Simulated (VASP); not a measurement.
# KI (P-6m2) in VASP: a series of runs

Runs on KI. Level: PBE. Tasks: relaxation of cell and atoms.

Everything below comes from runs of VASP 6.6.1. Logs are shortened: lines on timing, memory, paths and dates and some standing lists are left out, and cuts for length are marked.

**1. The cell of the first run**

It takes space group P-6m2 (No. 187, hexagonal). Conventional cell: a = 4.644 Å, b = 4.644 Å, c = 4.529 Å, α = 90.00°, β = 90.00°, γ = 120.00°. Within 4.6 Å of K (site symmetry -6m2) lie 6 I at 3.51 Å and 2 K at 4.53 Å. I (site symmetry -6m2) has 6 K at 3.51 Å and 2 I at 4.53 Å within 4.6 Å.

**2. Relaxation of cell and atoms, PBE**

Contents of INCAR:

```
PREC = Accurate
ENCUT = 600
EDIFF = 1E-7
ISMEAR = 0
SIGMA = 0.02
LREAL = False
LASPH = True
NELM = 60
ALGO = Normal
ISIF = 3
LWAVE = False
LCHARG = False
GGA = PE
IBRION = 2
NSW = 100
EDIFFG = -0.01
```

Contents of KPOINTS:

```
Automatic mesh
0
Gamma
  6 6 6
```

Contents of POSCAR:

```
KI
1.0
    4.6436703514      0.0000000000      0.0000000000
   -2.3218351757      4.0215364912      0.0000000000
    0.0000000000      0.0000000000      4.5291973523
K I
1 1
Direct
    0.0000000000      0.0000000000      0.0000000000
    0.6666666667      0.3333333333      0.5000000000
```

Potentials or basis: VASP PAW PBE potentials, release 64 (K_sv, I).

The run is started by

```bash
$ cat potpaw_PBE.64/K_sv/POTCAR potpaw_PBE.64/I/POTCAR > POTCAR
$ mpirun -np 1 vasp_std > vasp.out
```

OUTCAR:

```text
PREC = Accurate
   ENCUT = 600
   EDIFF = 1E-7
   ISMEAR = 0
   LREAL = False
   LASPH = True
   NELM = 60
   ISIF = 3
   GGA = PE
   IBRION = 2
   NSW = 100
   EDIFFG = -0.01

 ion  position               nearest neighbor table
   1  0.000  0.000  0.000-   2 3.51   2 3.51   2 3.51   2 3.51   2 3.51   2 3.51
   2  0.667  0.333  0.500-   1 3.51   1 3.51   1 3.51   1 3.51   1 3.51   1 3.51

  LATTYP: Found a hexagonal cell.
 ALAT       =     4.6436703514
 C/A-ratio  =     0.9753485949

  Lattice vectors:

 A1 = (   4.6436703514,   0.0000000000,   0.0000000000)
 A2 = (  -2.3218351757,   4.0215364912,   0.0000000000)
 A3 = (   0.0000000000,   0.0000000000,   4.5291973523)

Analysis of symmetry for initial positions (statically):
=====================================================================
 Subroutine PRICEL returns:
 Original cell was already a primitive cell.

 Routine SETGRP: Setting up the symmetry group for a
 hexagonal supercell.

 Subroutine GETGRP returns: Found 12 space group operations
 (whereof 12 operations were pure point group operations)
 out of a pool of 24 trial point group operations.

The static configuration has the point symmetry D_3h.

Analysis of symmetry for dynamics (positions and initial velocities):
=====================================================================
 Subroutine PRICEL returns:
 Original cell was already a primitive cell.

 Routine SETGRP: Setting up the symmetry group for a
 hexagonal supercell.

 Subroutine GETGRP returns: Found 12 space group operations
 (whereof 12 operations were pure point group operations)
 out of a pool of 24 trial point group operations.

The dynamic configuration has the point symmetry D_3h.

 Subroutine INISYM returns: Found 12 space group operations
 (whereof 12 operations are pure point group operations),
 and found     1 'primitive' translations

----------------------------------------------------------------------------------------

                                     Primitive cell

  volume of cell :      84.5814

  direct lattice vectors                    reciprocal lattice vectors
     4.643670351  0.000000000  0.000000000     0.215346897  0.124330589  0.000000000
    -2.321835176  4.021536491  0.000000000     0.000000000  0.248661178  0.000000000
     0.000000000  0.000000000  4.529197352     0.000000000  0.000000000  0.220789672

  length of vectors
     4.643670351  4.643670351  4.529197352     0.248661178  0.248661178  0.220789672

  position of ions in fractional coordinates (direct lattice)
     0.000000000  0.000000000  0.000000000
     0.666666667  0.333333333  0.500000000

  ion indices of the primitive-cell ions
   primitive index   ion index
                 1           1
                 2           2

----------------------------------------------------------------------------------------

 KPOINTS: Automatic mesh

Automatic generation of k-mesh.
 Grid dimensions read from file:
 generate k-points for:    6    6    6

 Generating k-lattice:

  Cartesian coordinates                     Fractional coordinates (reciprocal lattice)
     0.035891149  0.020721765  0.000000000     0.166666667 -0.000000000  0.000000000
     0.000000000  0.041443530  0.000000000     0.000000000  0.166666667  0.000000000
     0.000000000  0.000000000  0.036798279     0.000000000  0.000000000  0.166666667

  Length of vectors
     0.041443530  0.041443530  0.036798279

  Shift w.r.t. Gamma in fractional coordinates (k-lattice)
     0.000000000  0.000000000  0.000000000

 Subroutine IBZKPT returns following result:
 ===========================================

 Found     28 irreducible k-points:

 Following reciprocal coordinates:
            Coordinates               Weight
  0.000000  0.000000  0.000000      1.000000
  0.166667  0.000000  0.000000      6.000000
  0.333333 -0.000000  0.000000      6.000000
  0.500000  0.000000  0.000000      3.000000
  0.166667  0.166667  0.000000      6.000000
  0.333333  0.166667  0.000000     12.000000
[... 16 lines left out ...]
  0.166667  0.000000  0.500000      6.000000
  0.333333 -0.000000  0.500000      6.000000
 [... further k-points ...]
   k-points           NKPTS =     28   k-points in BZ     NKDIM =     28   number of bands    NBANDS=     12
   number of dos      NEDOS =    301   number of ions     NIONS =      2
   total plane-waves  NPLWV =  57600
   dimension x,y,z NGX =    40 NGY =   40 NGZ =   36
   dimension x,y,z NGXF=    80 NGYF=   80 NGZF=   72
   ions per type =               1   1
   NGX,Y,Z   is equivalent  to a cutoff of  14.32, 14.32, 13.21 a.u.
   NGXF,Y,Z  is equivalent  to a cutoff of  28.64, 28.64, 26.43 a.u.
 SYSTEM =  unknown system
   PREC   = accura    normal or accurate (medium, high low for compatibility)
   ISTART =      0    job   : 0-new  1-cont  2-samecut
   ICHARG =      2    charge: 1-file 2-atom 10-const
   ISPIN  =      1    spin polarized calculation?
   LNONCOLLINEAR =      F non collinear calculations
   LSORBIT =      F    spin-orbit coupling
   LASPH  =      T    aspherical Exc in radial PAW
   ENCUT  =  600.0 eV  44.10 Ry    6.64 a.u.   9.27  9.27  9.05*2*pi/ulx,y,z
   NELM   =     60;   NELMIN=  2; NELMDL= -5     # of ELM steps
   EDIFF  = 0.1E-06   stopping-criterion for ELM
   LREAL  =      F    real-space projection
   EDIFFG = -.1E-01   stopping-criterion for IOM
   NSW    =    100    number of steps for IOM
   IBRION =      2    ionic relax: 0-MD 1-quasi-New 2-CG
   NFREE  =      1    steps in history (QN), initial steepest desc. (CG)
   ISIF   =      3    stress and relaxation
   ISYM   =      2    0-nonsym 1-usesym 2-fastsym
   POTIM  = 0.5000    time-step for ionic-motion
   TEBEG  =    0.0;   TEEND  =   0.0 temperature during run
   PSTRESS=    0.0 pullay stress
   NELECT =      16.0000    total number of electrons
   NUPDOWN=      -1.0000    fix difference up-down
   EMIN   =  10.00;   EMAX   =-10.00  energy-range for DOS
   EFERMI =   0.00;   METHOD = LEGACY
   ISMEAR =     0;   SIGMA  =   0.02  broadening in eV -4-tet -1-fermi 0-gaus
   EFERMI_NEDOS =   21; number of points for ismear=-14 and -15
   IALGO  =     38    algorithm
   IMIX   =      4    mixing-type and parameters
     AMIX     =   0.40;   BMIX     =  1.00
     AMIX_MAG =   1.60;   BMIX_MAG =  1.00
  volume/ion in A,a.u.               =      42.29       285.39
  Fermi-wavevector in a.u.,A,eV,Ry     =   0.939774  1.775915 12.016320  0.883175
  Thomas-Fermi vector in A             =   2.067119
   LORBIT       =      0    0 simple, 1 ext, 2 COOP (PROOUT), +10 PAW based schemes
   GGA     = PE    functional components
   LHFCALC =     F    Hartree Fock is set to
   AEXX    =    0.0000 exact exchange contribution
   IVDW    =     0    specifies the selected vdW correction
   LEPSILON=     F    determine dielectric tensor
   LRPA    =     F    only Hartree local field effects (RPA)
 conjugate gradient relaxation of ions
 non-spin polarized calculation
 Gauss-broadening in eV      SIGMA  =   0.02
  energy-cutoff  :      600.00
  volume of cell :       84.58
 maximum number of plane-waves:      2844
 NGX is ok and might be reduce to    40
   NGX = 19   NGY = 19   NGZ = 19

--------------------------------------- Ionic step        1  -------------------------------------------

 number of electron      16.0000000 magnetization

 Free energy of the ion-electron system (eV)
  ---------------------------------------------------
  ext. energy  EPLUGINS =         0.00000000
  ---------------------------------------------------
  free energy    TOTEN  =        -5.43982742 eV

  energy without entropy =       -5.43982742  energy(sigma->0) =       -5.43982742

 E-fermi :   0.2412     XC(G=0):  -7.3238

 val. band max:        0.0652667410   @ k =   0.0000   0.0000   0.5000
 cond. band min:       3.7599193468   @ k =   0.0000   0.0000   0.0000
 fundamental gap:      3.6946526058
 Fermi energy:         0.2411568583

 k-point     1 :       0.0000    0.0000    0.0000
  band No.  band energies     occupation
      1     -28.7219      2.00000
      2     -12.2173      2.00000
      3     -12.2173      2.00000
      4     -12.1828      2.00000
      5     -10.6824      2.00000
      6      -0.1965      2.00000
      7      -0.0468      2.00000
      8      -0.0468      2.00000
      9       3.7599      0.00000
     10       5.3020      0.00000
     11       7.6794      0.00000
     12       7.6794      0.00000
[... 331 lines left out ...]
 k-point    24 :       0.3333   -0.0000    0.5000
  band No.  band energies     occupation
      1     -28.7167      2.00000
      2     -12.2829      2.00000
      3     -12.2634      2.00000
      4     -12.2209      2.00000
      5     -10.3876      2.00000
      6      -1.3414      2.00000
      7      -0.8835      2.00000
      8      -0.2281      2.00000
      9       5.0794      0.00000
     10       6.3883      0.00000
     11       7.7824      0.00000
     12       8.8051      0.00000

 [... further k-points ...]

------------------------ aborting loop because EDIFF is reached ----------------------------------------

  FORCE on cell =-STRESS in cart. coord.  units (eV):
  Direction    XX          YY          ZZ          XY          YZ          ZX
  --------------------------------------------------------------------------------------
  -------------------------------------------------------------------------------------
  Total        0.7582823      0.7582823      0.3358081      0.0000000      0.0000000      0.0000000
  in kB       14.3637178     14.3637178      6.3610252      0.0000000      0.0000000      0.0000000
  external PRESSURE =      11.6961536 kB  Pullay stress =       0.0000000 kB
[... 237 lines left out ...]
  energy  without entropy=       -5.4778616935  energy(sigma->0) =       -5.47786169

--------------------------------------- Ionic step        8  -------------------------------------------

 number of electron      16.0000000 magnetization

 Free energy of the ion-electron system (eV)
  ---------------------------------------------------
  ext. energy  EPLUGINS =         0.00000000
  ---------------------------------------------------
  free energy    TOTEN  =        -5.47790932 eV

  energy without entropy =       -5.47790932  energy(sigma->0) =       -5.47790932

 E-fermi :  -0.3540     XC(G=0):  -6.9209

 val. band max:       -0.5277414650   @ k =   0.3333   0.3333   0.0000
 cond. band min:       3.0913041286   @ k =   0.0000   0.0000   0.0000
 fundamental gap:      3.6190455936
 Fermi energy:        -0.3540084361

 k-point     1 :       0.0000    0.0000    0.0000
  band No.  band energies     occupation
      1     -29.3868      2.00000
      2     -12.8724      2.00000
      3     -12.8724      2.00000
      4     -12.8409      2.00000
      5     -11.0738      2.00000
      6      -0.6963      2.00000
      7      -0.6963      2.00000
      8      -0.5392      2.00000
      9       3.0913      0.00000
     10       4.8979      0.00000
     11       6.9348      0.00000
     12       6.9348      0.00000
[... 331 lines left out ...]
 k-point    24 :       0.3333   -0.0000    0.5000
  band No.  band energies     occupation
      1     -29.3831      2.00000
      2     -12.9200      2.00000
      3     -12.8948      2.00000
      4     -12.8714      2.00000
      5     -10.8512      2.00000
      6      -1.7520      2.00000
      7      -1.2576      2.00000
      8      -0.7789      2.00000
      9       4.5816      0.00000
     10       5.7135      0.00000
     11       6.9964      0.00000
     12       7.7358      0.00000

 [... further k-points ...]

------------------------ aborting loop because EDIFF is reached ----------------------------------------

  FORCE on cell =-STRESS in cart. coord.  units (eV):
  Direction    XX          YY          ZZ          XY          YZ          ZX
  --------------------------------------------------------------------------------------
  -------------------------------------------------------------------------------------
  Total       -0.0050392     -0.0050392     -0.0046417      0.0000000     -0.0000000      0.0000000
  in kB       -0.0862748     -0.0862748     -0.0794699      0.0000000     -0.0000000      0.0000000
  external PRESSURE =      -0.0840065 kB  Pullay stress =       0.0000000 kB
[... 17 lines left out ...]
  FREE ENERGIE OF THE ION-ELECTRON SYSTEM (eV)
  ---------------------------------------------------
  free  energy   TOTEN  =        -5.4779093195 eV

  energy  without entropy=       -5.4779093195  energy(sigma->0) =       -5.47790932

 reached required accuracy - stopping structural energy minimisation
```

Run time: 3.5 min. Hardware: 1 thread of Intel Xeon Platinum 8375C at 2.90GHz (Ice Lake), shared host; peak memory 0.26 GiB.

What came out:

```yaml
Free_energy: -5.4779 eV
Relaxed_volume: 46.79 Å³/atom
Relaxed_cell: a = 4.897 Å, b = 4.897 Å, c = 4.505 Å, α = 90.00°, β = 90.00°, γ = 120.00°
Space_group_after_relaxing_to_0.05_Å: P-6m2 (No. 187)
Energy_gained_by_relaxing: 19.0 meV/atom
Ionic_steps: 8
Pressure_after_relaxing: 0.0 GPa
Band_gap_on_the_k_mesh: 3.62 eV, indirect (least direct gap 3.63 eV)
```

Step by step:
```
step  energy change (eV)  largest force (eV/Å)  pressure (GPa)  volume (Å³)
   1              0.0000                0.0000            1.17        84.58
   2             -0.0231                0.0000            0.55        88.41
   3             -0.0310                0.0000           -0.36        96.48
   4             -0.0334                0.0000           -0.12        93.95
   5             -0.0334                0.0000           -0.10        93.73
   6             -0.0362                0.0000           -0.07        93.68
   7             -0.0380                0.0000           -0.02        93.60
   8             -0.0381                0.0000           -0.01        93.58
```

Final structure:
```xyz
2
Lattice="4.8974 0.0000 0.0000 -2.4487 4.2412 0.0000 0.0000 0.0000 4.5054" Properties=species:S:1:pos:R:3 pbc="T T T"
K     0.0000    0.0000    0.0000
I     2.4487    1.4137    2.2527
```

Caveat: spin-orbit coupling is left out, which moves the levels of the heavy elements. A k mesh can miss the band edges.

**3. Relaxation of cell and atoms, PBE**

This run uses another cell than the first one, of 46.60 Å³/atom, 1.102 times its volume.

Contents of INCAR:

```
SYSTEM = KI
PREC = Accurate
ENCUT = 600
EDIFF = 1E-6
ISMEAR = 0
SIGMA = 0.02
LREAL = .FALSE.
LASPH = .TRUE.
NELM = 100
ALGO = Normal
ISIF = 3
LWAVE = .FALSE.
LCHARG = .FALSE.
GGA = PE
IBRION = 2
NSW = 100
EDIFFG = -0.01
```

Contents of KPOINTS:

```
regular mesh
0
G
  6 6 6
  0 0 0
```

Contents of POSCAR:

```
KI
1.0
    4.8915851978      0.0000000000      0.0000000000
   -2.4457925989      4.2362370460      0.0000000000
    0.0000000000      0.0000000000      4.4978931118
K I
1 1
Direct
    0.0000000000      0.0000000000      0.0000000000
    0.6666666667      0.3333333333      0.5000000000
```

Potentials or basis: VASP PAW PBE potentials, release 64 (K_sv, I).

The run is started by

```bash
$ cat potpaw_PBE.64/K_sv/POTCAR potpaw_PBE.64/I/POTCAR > POTCAR
$ mpirun -np 1 vasp_std > vasp.out
```

Run time: 80 s. Hardware: 1 thread of Intel Xeon Platinum 8375C at 2.90GHz (Ice Lake), shared host; peak memory 0.26 GiB.

Results (log left out):

```
Free energy                            : -5.4784 eV
Relaxed volume                         : 46.83 Å³/atom
Relaxed cell                           : a = 4.898 Å, b = 4.898 Å, c = 4.507 Å, α = 90.00°, β = 90.00°, γ = 120.00°
Space group after relaxing (to 0.05 Å) : P-6m2 (No. 187)
Energy gained by relaxing              : 0.0 meV/atom
Ionic steps                            : 4
Pressure after relaxing                : 0.0 GPa
Band gap on the k mesh                 : 3.62 eV, indirect (least direct gap 3.63 eV)
```

Final structure:
```yaml
crystal:
  lattice:
    - [4.89818, 0.00000, 0.00000]
    - [-2.44909, 4.24195, 0.00000]
    - [0.00000, 0.00000, 4.50724]
  atoms:
    - { symbol: K, position: [0.00000, 0.00000, 0.00000] }
    - { symbol: I, position: [0.66667, 0.33333, 0.50000] }
```

Levels at points of the mesh, in eV from the valence-band top:
```csv
k point,band 4,band 5,band 6,band 7,band 8,band 9,band 10,band 11,band 12
"(0.00, 0.00, 0.00)",-12.31,-10.54,-0.17,-0.17,-0.01,3.62,5.43,7.46,7.46
"(0.50, 0.00, 0.00)",-12.31,-10.36,-1.30,-0.33,0.00,5.01,6.06,7.28,8.06
"(0.00, 0.00, 0.50)",-12.34,-10.31,-1.51,-0.03,-0.03,5.70,6.66,6.85,6.85
"(0.50, 0.00, 0.50)",-12.35,-10.33,-1.12,-0.92,-0.32,4.93,6.24,7.92,8.15
```

Caveat: spin-orbit coupling is left out, which moves the levels of the heavy elements.
